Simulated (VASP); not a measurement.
# SiNi (P2_13) in VASP: notebook

SiNi is run at these levels: PBEsol; tasks: single point.

Everything below comes from runs of VASP 6.6.1. Logs are shortened: lines on timing, memory, paths and dates and some standing lists are left out, and cuts for length are marked.

## 1. The cell of the first run

The structure is cubic, space group P2_13 (No. 198). The conventional cell has a = 4.467 Å, b = 4.467 Å, c = 4.467 Å, α = 90.00°, β = 90.00°, γ = 90.00°. Ni (site symmetry 3) has 7 Si at 2.34 to 2.42 Å and 6 Ni at 2.75 Å within 3.1 Å. Within 3.1 Å of Si (site symmetry 3) lie 7 Ni at 2.34 to 2.42 Å and 6 Si at 2.76 Å.

## 2. Single point, PBEsol, collinear spin, ferromagnetic start

File INCAR:

```
SYSTEM = SiNi
PREC = Accurate ; ENCUT = 520
EDIFF = 1E-6 ; ISMEAR = -1
SIGMA = 0.05 ; LREAL = .False.
LASPH = .True. ; NELM = 150
ALGO = Normal ; ISIF = 2
LWAVE = .False. ; LCHARG = .False.
ISPIN = 2 ; MAGMOM = 1 1 1 1 0 0 0 0
LORBIT = 11 ; LMAXMIX = 4
GGA = PS ; NBANDS = 42
```

File KPOINTS:

```
regular mesh
0
Gamma
  6 6 6
  0 0 0
```

File POSCAR:

```
SiNi
1.0
    4.4674207395      0.0000000000      0.0000000000
    0.0000000000      4.4674207395      0.0000000000
    0.0000000000      0.0000000000      4.4674207395
Ni Si
4 4
Direct
    0.1488898207      0.1488898207      0.1488898207
    0.6488898207      0.3511101793      0.8511101793
    0.8511101793      0.6488898207      0.3511101793
    0.3511101793      0.8511101793      0.6488898207
    0.8464889260      0.8464889260      0.8464889260
    0.3464889260      0.6535110740      0.1535110740
    0.1535110740      0.3464889260      0.6535110740
    0.6535110740      0.1535110740      0.3464889260
```

Potentials or basis: VASP PAW PBE potentials, release 64 (Ni, Si).

On the command line:

```bash
> cat potpaw_PBE.64/Ni/POTCAR potpaw_PBE.64/Si/POTCAR > POTCAR
> mpirun -np 1 vasp_std > vasp.out
```

OUTCAR:

```text
SYSTEM = SiNi
   PREC = Accurate
   ENCUT = 520
   EDIFF = 1E-6
   ISMEAR = -1
   LREAL = .False.
   LASPH = .True.
   NELM = 150
   ISIF = 2
   ISPIN = 2
   LORBIT = 11
   GGA = PS

 ion  position               nearest neighbor table
   1  0.149  0.149  0.149-   5 2.34   6 2.38   7 2.38   8 2.38   6 2.42   7 2.42   8 2.42   3 2.75
                             4 2.75   2 2.75   4 2.75   3 2.75   2 2.75
   2  0.649  0.351  0.851-   6 2.34   5 2.38   7 2.38   8 2.38   7 2.42   8 2.42   5 2.42   1 2.75
                             3 2.75   3 2.75   4 2.75   4 2.75   1 2.75
   3  0.851  0.649  0.351-   7 2.34   6 2.38   5 2.38   8 2.38   8 2.42   5 2.42   6 2.42   1 2.75
                             2 2.75   2 2.75   1 2.75   4 2.75   4 2.75
   4  0.351  0.851  0.649-   8 2.34   6 2.38   7 2.38   5 2.38   6 2.42   7 2.42   5 2.42   1 2.75
                             1 2.75   2 2.75   2 2.75   3 2.75   3 2.75
   5  0.846  0.846  0.846-   1 2.34   2 2.38   3 2.38   4 2.38   2 2.42   3 2.42   4 2.42   6 2.76
                             7 2.76   8 2.76   8 2.76   7 2.76   6 2.76
   6  0.346  0.654  0.154-   2 2.34   1 2.38   3 2.38   4 2.38   3 2.42   4 2.42   1 2.42   8 2.76
                             5 2.76   7 2.76   7 2.76   8 2.76   5 2.76
   7  0.154  0.346  0.654-   3 2.34   2 2.38   1 2.38   4 2.38   4 2.42   1 2.42   2 2.42   8 2.76
                             5 2.76   6 2.76   5 2.76   6 2.76   8 2.76
   8  0.654  0.154  0.346-   4 2.34   2 2.38   3 2.38   1 2.38   2 2.42   3 2.42   1 2.42   7 2.76
                             5 2.76   5 2.76   6 2.76   6 2.76   7 2.76

  LATTYP: Found a simple cubic cell.
 ALAT       =     4.4674207395

  Lattice vectors:

 A1 = (   4.4674207395,   0.0000000000,   0.0000000000)
 A2 = (   0.0000000000,   4.4674207395,   0.0000000000)
 A3 = (   0.0000000000,   0.0000000000,   4.4674207395)

Analysis of symmetry for initial positions (statically):
=====================================================================
 Subroutine PRICEL returns:
 Original cell was already a primitive cell.

 Routine SETGRP: Setting up the symmetry group for a
 simple cubic supercell.

 Subroutine GETGRP returns: Found 12 space group operations
 (whereof  3 operations were pure point group operations)
 out of a pool of 48 trial point group operations.

The static configuration has the point symmetry C_3 .
 The point group associated with its full space group is T   .

Analysis of symmetry for dynamics (positions and initial velocities):
=====================================================================
 Subroutine PRICEL returns:
 Original cell was already a primitive cell.

 Routine SETGRP: Setting up the symmetry group for a
 simple cubic supercell.

 Subroutine GETGRP returns: Found 12 space group operations
 (whereof  3 operations were pure point group operations)
 out of a pool of 48 trial point group operations.

The dynamic configuration has the point symmetry C_3 .
 The point group associated with its full space group is T   .

Analysis of structural, dynamic, and magnetic symmetry:
=====================================================================
 Subroutine PRICEL returns:
 Original cell was already a primitive cell.

 Routine SETGRP: Setting up the symmetry group for a
 simple cubic supercell.

 Subroutine GETGRP returns: Found 12 space group operations
 (whereof  3 operations were pure point group operations)
 out of a pool of 48 trial point group operations.

The overall configuration has the point symmetry C_3 .
 The point group associated with its full space group is T   .

 Subroutine INISYM returns: Found 12 space group operations
 (whereof  3 operations are pure point group operations),
 and found     1 'primitive' translations

----------------------------------------------------------------------------------------

                                     Primitive cell

  volume of cell :      89.1601

  direct lattice vectors                    reciprocal lattice vectors
     4.467420739  0.000000000  0.000000000     0.223842807  0.000000000  0.000000000
     0.000000000  4.467420739  0.000000000     0.000000000  0.223842807  0.000000000
     0.000000000  0.000000000  4.467420739     0.000000000  0.000000000  0.223842807

  length of vectors
     4.467420739  4.467420739  4.467420739     0.223842807  0.223842807  0.223842807

  position of ions in fractional coordinates (direct lattice)
     0.148889821  0.148889821  0.148889821
     0.648889821  0.351110179  0.851110179
     0.851110179  0.648889821  0.351110179
     0.351110179  0.851110179  0.648889821
     0.846488926  0.846488926  0.846488926
     0.346488926  0.653511074  0.153511074
     0.153511074  0.346488926  0.653511074
     0.653511074  0.153511074  0.346488926

  ion indices of the primitive-cell ions
   primitive index   ion index
                 1           1
                 2           2
                 3           3
[... 83 lines left out ...]
  Fermi-wavevector in a.u.,A,eV,Ry     =   1.401998  2.649392 26.743580  1.965598
  Thomas-Fermi vector in A             =   2.524803
   LORBIT       =     11    0 simple, 1 ext, 2 COOP (PROOUT), +10 PAW based schemes
   GGA     = PS    functional components
   LHFCALC =     F    Hartree Fock is set to
   AEXX    =    0.0000 exact exchange contribution
   IVDW    =     0    specifies the selected vdW correction
   LEPSILON=     F    determine dielectric tensor
   LRPA    =     F    only Hartree local field effects (RPA)
 spin polarized calculation
  energy-cutoff  :      520.00
  volume of cell :       89.16
 maximum number of plane-waves:      2440
 NGX is ok and might be reduce to    36
   NGX = 17   NGY = 17   NGZ = 17

 number of electron      56.0000015 magnetization      -0.0005268

 number of electron      56.0000015 magnetization       0.0001744

 Free energy of the ion-electron system (eV)
  ---------------------------------------------------
  ext. energy  EPLUGINS =         0.00000000
  ---------------------------------------------------
  free energy    TOTEN  =       -51.58581867 eV

  energy without entropy =      -51.56283027  energy(sigma->0) =      -51.57432447

 E-fermi :  12.2041     XC(G=0): -12.7948

 val. band max:       12.1328721530   @ k =   0.3333   0.1667   0.0000
 cond. band min:      12.2189143284   @ k =   0.3333   0.0000   0.0000
 fundamental gap:      0.0860421754
 Fermi energy:        12.2040844924

 spin component 1

 k-point     1 :       0.0000    0.0000    0.0000
  band No.  band energies     occupation
      1      -2.2221      1.00000
      2       3.2789      1.00000
      3       3.2789      1.00000
      4       3.2789      1.00000
      5       5.7713      1.00000
      6       5.7713      1.00000
[... 32 lines left out ...]
     39      16.7870      0.00000
[... 988 lines left out ...]
     39      18.7551      0.00000
     40      18.7551      0.00000
 Fermi energy:        12.2040844924

 spin component 2

 k-point     1 :       0.0000    0.0000    0.0000
  band No.  band energies     occupation
      1      -2.2221      1.00000
      2       3.2789      1.00000
      3       3.2789      1.00000
      4       3.2789      1.00000
      5       5.7713      1.00000
      6       5.7713      1.00000
[... 32 lines left out ...]
     39      16.7870      0.00000
[... 988 lines left out ...]
     39      18.7551      0.00000
     40      18.7551      0.00000
 [bands above 40 left out]

------------------------ aborting loop because EDIFF is reached ----------------------------------------

  FORCE on cell =-STRESS in cart. coord.  units (eV):
  Direction    XX          YY          ZZ          XY          YZ          ZX
  --------------------------------------------------------------------------------------
  -------------------------------------------------------------------------------------
  Total        0.1313668      0.1313668      0.1313668      0.0000000      0.0000000      0.0000000
  in kB        2.3606181      2.3606181      2.3606181      0.0000000      0.0000000      0.0000000
  external PRESSURE =       2.3606181 kB  Pullay stress =       0.0000000 kB

 VOLUME and BASIS-vectors are now :
 -----------------------------------------------------------------------------
  energy-cutoff  :      520.00
  volume of cell :       89.16
      direct lattice vectors                 reciprocal lattice vectors
     4.467420739  0.000000000  0.000000000     0.223842807  0.000000000  0.000000000
     0.000000000  4.467420739  0.000000000     0.000000000  0.223842807  0.000000000
     0.000000000  0.000000000  4.467420739     0.000000000  0.000000000  0.223842807

 POSITION                                       TOTAL-FORCE (eV/Angst)
 -----------------------------------------------------------------------------------
      0.66515      0.66515      0.66515         0.000572      0.000572      0.000572
      2.89886      1.56856      3.80227         0.000572     -0.000572     -0.000572
      3.80227      2.89886      1.56856        -0.000572      0.000572     -0.000572
      1.56856      3.80227      2.89886        -0.000572     -0.000572      0.000572
      3.78162      3.78162      3.78162         0.000154      0.000154      0.000154
      1.54791      2.91951      0.68580         0.000154     -0.000154     -0.000154
      0.68580      1.54791      2.91951        -0.000154      0.000154     -0.000154
      2.91951      0.68580      1.54791        -0.000154     -0.000154      0.000154
 -----------------------------------------------------------------------------------
    total drift:                                0.000000      0.000000     -0.000000

  FREE ENERGIE OF THE ION-ELECTRON SYSTEM (eV)
  ---------------------------------------------------
  free  energy   TOTEN  =       -51.5858186744 eV

  energy  without entropy=      -51.5628302692  energy(sigma->0) =      -51.57432447

 total charge

# of ion       s       p       d       tot
------------------------------------------
    1        0.469   0.635   8.514   9.617
    2        0.469   0.635   8.514   9.617
    3        0.469   0.635   8.514   9.617
    4        0.469   0.635   8.514   9.617
    5        0.736   0.860   0.000   1.596
    6        0.736   0.860   0.000   1.596
    7        0.736   0.860   0.000   1.596
    8        0.736   0.860   0.000   1.596
--------------------------------------------------
tot          4.819   5.978  34.054  44.851

 magnetization (x)

# of ion       s       p       d       tot
------------------------------------------
    1       -0.000   0.000   0.000   0.000
    2       -0.000   0.000   0.000   0.000
    3       -0.000   0.000   0.000   0.000
    4       -0.000   0.000   0.000   0.000
    5        0.000  -0.000   0.000  -0.000
    6        0.000  -0.000   0.000  -0.000
    7        0.000  -0.000   0.000  -0.000
    8        0.000  -0.000   0.000  -0.000
--------------------------------------------------
tot          0.000  -0.000   0.000   0.000
```

It took 3.2 min on 1 thread of Intel Xeon Platinum 8259CL at 2.50GHz (Skylake/Cascade Lake), shared host; peak memory 0.3 GiB.

What came out:

```
Free energy                                           : -51.5858 eV
Pressure                                              : 0.2 GPa
Band gap on the k mesh                                : zero (filled and empty bands overlap)
Net moment                                            : 0.00 μB per cell
Valence electrons inside the program's atomic spheres : Ni 9.62; Si 1.60
```

Caveat: the moments typed at the start vanished in this run; the PAW data sets were made with another functional, which shifts forces and pressure a little.

## 3. Single point, PBEsol, collinear spin, ferromagnetic start

This run uses another cell than the first one, of 11.42 Å³/atom.

File INCAR:

```
PREC = Accurate ; ENCUT = 520
EDIFF = 1E-6 ; ISMEAR = -1
SIGMA = 0.05 ; LREAL = F
LASPH = T ; NELM = 150
ALGO = Normal ; ISIF = 2
LWAVE = F ; LCHARG = T
ISPIN = 2 ; MAGMOM = 1 1 1 1 0 0 0 0
LORBIT = 11 ; LMAXMIX = 4
GGA = PS ; LELF = T
LVHAR = T ; NBANDS = 42
```

File KPOINTS:

```
Automatic mesh
0
Gamma
  6 6 6
```

File POSCAR:

```
SiNi
1.0
    4.5036940000      0.0000000000      0.0000000000
    0.0000000000      4.5036940000      0.0000000000
    0.0000000000      0.0000000000      4.5036940000
Ni Si
4 4
Direct
    0.1495040000      0.1495040000      0.1495040000
    0.6495040000      0.3504960000      0.8504960000
    0.8504960000      0.6495040000      0.3504960000
    0.3504960000      0.8504960000      0.6495040000
    0.8468300000      0.8468300000      0.8468300000
    0.3468300000      0.6531700000      0.1531700000
    0.1531700000      0.3468300000      0.6531700000
    0.6531700000      0.1531700000      0.3468300000
```

Potentials or basis: VASP PAW PBE potentials, release 64 (Ni, Si).

On the command line:

```bash
> cat potpaw_PBE.64/Ni/POTCAR potpaw_PBE.64/Si/POTCAR > POTCAR
> mpirun -np 1 vasp_std > vasp.out
```

Run time: 3.4 min. Hardware: 1 thread of Intel Xeon Platinum 8259CL at 2.50GHz (Skylake/Cascade Lake), shared host; peak memory 0.31 GiB.

The run converged. Its results:

* Free energy: -51.5561 eV
* Pressure: -4.4 GPa
* Largest force: 0.039 eV/Å
* Band gap on the k mesh: zero (filled and empty bands overlap)
* Net moment: 0.00 μB per cell
* Valence electrons inside the program's atomic spheres: Ni 9.56; Si 1.58

Forces on the atoms (eV/Å):
```
Ni  -0.022 -0.022 -0.022
Ni  -0.022  0.022  0.022
Ni   0.022 -0.022  0.022
Ni   0.022  0.022 -0.022
Si  -0.021 -0.021 -0.021
Si  -0.021  0.021  0.021
Si   0.021 -0.021  0.021
Si   0.021  0.021 -0.021
```

Levels at points of the mesh, in eV from the Fermi level:
Spin up:
| k point | band 24 | band 25 | band 26 | band 27 | band 28 | band 29 | band 30 | band 31 | band 32 | band 33 |
| --- | --- | --- | --- | --- | --- | --- | --- | --- | --- | --- |
| (0.00, 0.00, 0.00) | -2.22 | -1.59 | -1.59 | -1.59 | 1.00 | 1.00 | 1.00 | 1.41 | 1.41 | 2.04 |
| (0.50, 0.00, 0.00) | -2.09 | -1.96 | -1.96 | -0.59 | -0.59 | -0.18 | -0.18 | 2.77 | 2.77 | 2.91 |
| (0.50, 0.50, 0.00) | -2.38 | -1.50 | -1.50 | -0.94 | -0.94 | 0.36 | 0.36 | 0.89 | 0.89 | 3.92 |
| (0.50, 0.50, 0.50) | -2.61 | -1.75 | -1.75 | -1.75 | -1.75 | 4.20 | 4.20 | 4.20 | 4.20 | 4.55 |
Spin down:
```tsv
k point	band 25	band 26	band 27	band 28	band 29	band 30	band 31	band 32
(0.00, 0.00, 0.00)	-1.59	-1.59	-1.59	1.00	1.00	1.00	1.41	1.41
(0.50, 0.00, 0.00)	-1.96	-1.96	-0.59	-0.59	-0.18	-0.18	2.77	2.77
(0.50, 0.50, 0.00)	-1.50	-1.50	-0.94	-0.94	0.36	0.36	0.89	0.89
(0.50, 0.50, 0.50)	-1.75	-1.75	-1.75	-1.75	4.20	4.20	4.20	4.20
```

Caveat: the cell stands under tension; the moments typed at the start vanished in this run; the PAW data sets were made with another functional, which shifts forces and pressure a little.

## 4. Single point, PBEsol, collinear spin, ferromagnetic start

This run uses another cell than the first one, of 11.42 Å³/atom.

File INCAR:

```
SYSTEM = SiNi
PREC = Accurate
ENCUT = 690
EDIFF = 1E-6
ISMEAR = -1
SIGMA = 0.05
LREAL = .FALSE.
LASPH = .TRUE.
NELM = 200
ALGO = Normal
ISIF = 2
LWAVE = .FALSE.
LCHARG = .FALSE.
ISPIN = 2
MAGMOM = 0.25 0.25 0.25 0.25 0 0 0 0
LORBIT = 11
NUPDOWN = 1.0
LMAXMIX = 4
GGA = PS
NBANDS = 58
GGA_COMPAT = .FALSE.
```

File KPOINTS:

```
Automatic mesh
0
G
  5 5 5
  0 0 0
```

POSCAR is that of step 3.

Potentials or basis: VASP PAW PBE potentials, release 64 (Ni_sv_GW, Si).

On the command line:

```bash
> cat potpaw_PBE.64/Ni_sv_GW/POTCAR potpaw_PBE.64/Si/POTCAR > POTCAR
> mpirun -np 1 vasp_std > vasp.out
```

Run time: 3.8 min. Hardware: 1 thread of AMD EPYC 9R14 (Zen 4), shared host; peak memory 0.32 GiB.

It converged, with:

* Free energy: -55.1212 eV
* Pressure: -4.6 GPa
* Largest force: 0.035 eV/Å
* Net moment: 1.00 μB per cell
* Site moments: Ni +0.18; Si +0.04 μB
* Valence electrons inside the program's atomic spheres: Ni 16.48; Si 1.58

Forces on the atoms (eV/Å):
```
Ni  -0.020 -0.020 -0.020
Ni  -0.020  0.020  0.020
Ni   0.020 -0.020  0.020
Ni   0.020  0.020 -0.020
Si  -0.016 -0.016 -0.016
Si  -0.016  0.016  0.016
Si   0.016 -0.016  0.016
Si   0.016  0.016 -0.016
```

Caveat: the cell stands under tension; the PAW data sets were made with another functional, which shifts forces and pressure a little; the total moment is fixed, so each spin has its own Fermi level and the state may be an excited one.

## 5. Single point, PBEsol, collinear spin, ferromagnetic start

This run uses another cell than the first one, of 11.42 Å³/atom.

File INCAR:

```
SYSTEM = SiNi
PREC = Accurate ; ENCUT = 690
EDIFF = 1E-6 ; ISMEAR = -1
SIGMA = 0.05 ; LREAL = .False.
LASPH = .True. ; NELM = 200
ALGO = Normal ; ISIF = 2
LWAVE = .False. ; LCHARG = .False.
ISPIN = 2 ; MAGMOM = 0.5 0.5 0.5 0.5 0 0 0 0
LORBIT = 11 ; NUPDOWN = 2.0
LMAXMIX = 4 ; GGA = PS
NBANDS = 58 ; GGA_COMPAT = .False.
```

File KPOINTS:

```
regular mesh
0
Gamma
  5 5 5
  0 0 0
```

POSCAR is that of step 4.

On the command line:

```bash
> cat potpaw_PBE.64/Ni_sv_GW/POTCAR potpaw_PBE.64/Si/POTCAR > POTCAR
> mpirun -np 1 vasp_std > vasp.out
```

Wall time 3.9 min (1 thread of Intel Xeon Platinum 8488C (Sapphire Rapids), shared host); peak memory 0.36 GiB.

The run converged. Its results:

* Free energy: -54.7357 eV
* Pressure: -3.1 GPa
* Largest force: 0.051 eV/Å
* Net moment: 2.00 μB per cell
* Site moments: Ni +0.35; Si +0.08 μB
* Valence electrons inside the program's atomic spheres: Ni 16.48; Si 1.59

Forces in eV/Å, atoms in the order of the input:
```
Ni  -0.029 -0.029 -0.029
Ni  -0.029  0.029  0.029
Ni   0.029 -0.029  0.029
Ni   0.029  0.029 -0.029
Si  -0.030 -0.030 -0.030
Si  -0.030  0.030  0.030
Si   0.030 -0.030  0.030
Si   0.030  0.030 -0.030
```

Caveat: the cell stands under tension; the PAW data sets were made with another functional, which shifts forces and pressure a little; the total moment is fixed, so each spin has its own Fermi level and the state may be an excited one.

## 6. Overview

```tsv
potentials or basis	fixed moment (μB)	cell	k mesh	cutoff (eV)	gap on the mesh (eV)	pressure (GPa)	moment (μB)	largest force (eV/Å)
VASP PAW PBE potentials, release 64 (Ni, Si)	-	a = 4.467 Å, 8 atoms, atomic positions A	6 × 6 × 6	520	none	0.2	0.00	-
VASP PAW PBE potentials, release 64 (Ni, Si)	-	a = 4.504 Å, 8 atoms, atomic positions B	6 × 6 × 6	520	none	-4.4	0.00	0.04
VASP PAW PBE potentials, release 64 (Ni_sv_GW, Si)	1.0	a = 4.504 Å, 8 atoms, atomic positions B	5 × 5 × 5	690	-	-4.6	1.00	0.04
VASP PAW PBE potentials, release 64 (Ni_sv_GW, Si)	2.0	a = 4.504 Å, 8 atoms, atomic positions B	5 × 5 × 5	690	-	-3.1	2.00	0.05
```

Alike in all rows: task single point; level PBEsol; spin collinear, ferromagnetic start; smearing fermi-dirac 0.05 eV.

Caveats: the PAW data sets were made with another functional, which shifts forces and pressure a little; the cell stands under tension (at least some runs); the moments typed at the start vanished in this run (at least some runs); the total moment is fixed, so each spin has its own Fermi level and the state may be an excited one (at least some runs).

Total energies depend on the potentials used, so only differences within one code and one set of settings carry meaning.

The gap in the log of VASP goes by the Fermi energy; the results here count the filled bands.